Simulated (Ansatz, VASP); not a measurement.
# PtSe2 in VASP and in Ansatz

INCAR

```
ALGO = Normal
EDIFF = 1E-6
ENCUT = 520
GGA = PS
ISIF = 2
ISMEAR = 0
LASPH = True
LCHARG = False
LREAL = False
LWAVE = False
NBANDS = 18
NELM = 80
PREC = Accurate
SIGMA = 0.15
```

KPOINTS

```
k-points
0
Gamma
  12 12 10
```

POSCAR

```
PtSe2
1.0
    3.7607249071      0.0000000000      0.0000000000
   -1.8803624535      3.2568833062      0.0000000000
    0.0000000000      0.0000000000      5.0092096194
Pt Se
1 2
Direct
    0.0000000000      0.0000000000      0.0000000000
    0.3333333333      0.6666666667      0.2606754608
    0.6666666667      0.3333333333      0.7393245392
```

Input for Ansatz:

```yaml
crystal:
  lattice:
    - [3.7607249071, 0.0, 0.0]
    - [-1.8803624535, 3.2568833062, 0.0]
    - [0.0, 0.0, 5.0092096194]
  atoms:
    - { symbol: Pt, position: [0.0, 0.0, 0.0] }
    - { symbol: Se, position: [0.3333333333, 0.6666666667, 0.2606754608] }
    - { symbol: Se, position: [0.6666666667, 0.3333333333, 0.7393245392] }
basis:
  ecutwfc: 420
kpoints:
  mp_grid: { grid: [12, 12, 10] }
hamiltonian:
  xc: pbesol
scf:
  occupations: { method: gaussian, width: 0.15 }
output:
  forces: true
  stress: true
  eigenvalues: true
  write_density: true
  write_potential: true
  elf: true
  volumetric_format: npy
```

Change from the starting cell: strain +0.0300 x Voigt [0, 0, 1, 0, 0, 0], atoms carried along.

Alike in both runs: task single point; functional PBEsol; k mesh 12 × 12 × 10; occupations gaussian, width 0.15 eV; no spin polarisation.

```csv
,VASP,Ansatz
version,VASP 6.6.1,Ansatz 0.2.0
potentials or method,"VASP PAW PBE potentials, release 64 (Pt, Se), cutoff 520 eV","scalar-relativistic, plane waves, PAW"
valence electrons in the cell,22,50
```

```tsv
	VASP	Ansatz	Ansatz less VASP
gap on the k mesh at the Fermi level (eV)	none	none	-
pressure (GPa)	-2.8	-2.8	-0.05
traceless stress, the component that is largest in VASP (GPa)	-0.49	-0.47	+0.024
rms of the force components (eV/Å)	0.164	0.170	+0.0058
```

VASP's potentials were made for PBE, not for PBEsol. Atom by atom the forces differ by 0.006 eV/Å (rms over components). A gap of «none» marks a metal or a gap that the smearing closes. The functional is the same, so the differences come from potentials, cutoffs and numerics. VASP's potentials hold 22 valence electrons a cell and Ansatz's 50, so a difference there can come from the potentials and not from the codes.

Spin-orbit coupling is off throughout.
